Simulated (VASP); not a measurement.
Input of a VASP 6.6.1 run:

Contents of INCAR:

```
  ALGO = Normal
  EDIFF = 1E-7
  ENCUT = 520
  GGA = PE
  ISIF = 2
  ISMEAR = 0
  LASPH = True
  LCHARG = False
  LREAL = False
  LWAVE = False
  NBANDS = 20
  NELM = 80
  PREC = Accurate
  SIGMA = 0.15
```

Contents of KPOINTS:

```
k-points
0
Gamma
  18 18 10
```

File POSCAR:

```
Ta2N
1.0
    2.9460830528      0.0000000000      0.0000000000
   -1.4730415264      2.5513827654      0.0000000000
    0.0000000000      0.0000000000      5.0039373139
Ta N
2 1
Direct
    0.6666666667      0.3333333333      0.7449050322
    0.3333333333      0.6666666667      0.2550949678
    0.0000000000      0.0000000000      0.0000000000
```

Potentials or basis: VASP PAW PBE potentials, release 64 (Ta_pv, N).

The run is started by

```console
$ cat potpaw_PBE.64/Ta_pv/POTCAR potpaw_PBE.64/N/POTCAR > POTCAR
$ mpirun -np 1 vasp_std > vasp.out
```

Question: Estimate the pressure.

Answer: 27.3 GPa.

Question: Estimate the band gap on the k mesh.

Answer: Zero (an odd number of electrons rules out a gap without spin polarisation).

Question: What does it give for the largest force?

Answer: 1.183 eV/Å.

Stress tensor (GPa, compression positive):
```
33.08  0.00  0.00
 0.00 33.08  0.00
 0.00  0.00 15.64
```

Caveat: the cell differs from its parent crystal (strain -0.050 along x and y, +0.025 along z); the stress differs along the axes, from 16 to 33 GPa; spin-orbit coupling is left out, which moves the levels of the heavy elements; forces of over 1 eV/Å act on the atoms, so gaps and moduli don't describe the material at rest.
